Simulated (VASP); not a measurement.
Set up this calculation in VASP 6.6.1, as the native input.

```yaml
Task: single point
Functional: LDA
Potentials_or_basis: VASP PAW LDA potentials, release 64 (Ir)
Cutoff: 520 eV
k_mesh: 22 × 22 × 22
Occupations: gaussian, width 0.15 eV
Spin: no spin polarisation
Dipole_correction: no
Further_INCAR_settings: ALGO = Fast; EDIFF = 1e-06; NBANDS = 10
```

The structure of Ir lies in POSCAR:

```
Ir
1.0
    0.0000000000      2.0019836597      1.5879734389
    2.0019836597      0.0000000000      1.5879734389
    2.0019836597      2.0019836597      0.0000000000
Ir
1
Direct
    0.0000000000      0.0000000000      0.0000000000
```

One way to write it, as run:

INCAR

```
SYSTEM = Ir
PREC     = Accurate       ! precision mode
ENCUT    = 520            ! plane-wave cutoff, eV
EDIFF    = 1E-6           ! SCF threshold, eV
ISMEAR   = 0              ! smearing method
SIGMA    = 0.15           ! smearing width, eV
LREAL    = .FALSE.        ! projectors in reciprocal space
LASPH    = .TRUE.         ! aspherical terms in the spheres
NELM     = 80             ! most SCF steps
ALGO     = Fast           ! electronic algorithm
ISIF     = 2              ! what is computed and relaxed
LWAVE    = .FALSE.        ! write WAVECAR
LCHARG   = .TRUE.         ! write CHGCAR
LELF     = .TRUE.         ! ELF
LVHAR    = .TRUE.       
NBANDS   = 10             ! bands
```

KPOINTS

```
Automatic mesh
0
G
  22 22 22
  0 0 0
```

Potentials or basis: VASP PAW LDA potentials, release 64 (Ir).

Launch:

```bash
$ cat potpaw_LDA.64/Ir/POTCAR > POTCAR
$ mpirun -np 1 vasp_std > vasp.out
```

Results of the run:

```
Pressure               : 56.0 GPa
Band gap on the k mesh : zero (an odd number of electrons rules out a gap without spin polarisation)
```

Caveat: the cell stands under pressure; spin-orbit coupling is left out, which moves the levels of the heavy elements.

Run time: 110 s on 1 thread of Intel(R) Xeon(R) Platinum 8488C (Sapphire Rapids), on a shared host, peak memory 0.23 GiB.
